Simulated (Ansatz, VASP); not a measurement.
## Two plane-wave programs on Bi

```
CELL_PARAMETERS angstrom
2.21617 1.31232 3.95400
-2.21617 1.31232 3.95400
0.00000 -2.62463 3.95400
ATOMIC_POSITIONS crystal
Bi 0.23389 0.23389 0.23389
Bi 0.76611 0.76611 0.76611
```

Change from the starting cell: strain -0.0250 x Voigt [1, 0, 0, 0, 0, 0], atoms carried along.

Alike in both runs: task single point; functional PBE; k mesh 12 × 12 × 12; occupations gaussian, width 0.15 eV; no spin polarisation.

|  | VASP | Ansatz |
| --- | --- | --- |
| version | VASP 6.6.1 | Ansatz 0.2.0 |
| potentials or method | VASP PAW PBE potentials, release 64 (Bi_d), cutoff 520 eV | scalar-relativistic, plane waves, PAW |
| valence electrons in the cell | 30 | 30 |

|  | VASP | Ansatz | Ansatz less VASP |
| --- | --- | --- | --- |
| gap on the k mesh at the Fermi level (eV) | none | none | - |
| pressure (GPa) | 3.2 | 3.2 | +0.06 |
| traceless stress, the component that is largest in VASP (GPa) | 0.98 | 0.98 | 0.000 |
| rms of the force components (eV/Å) | 0.185 | 0.181 | -0.0047 |

Atom by atom the forces differ by 0.005 eV/Å (rms over components). A gap of «none» marks a metal or a gap that the smearing closes. With one functional, cell and mesh, what is left measures potentials, basis and numerics.

Neither program's run includes spin-orbit coupling.
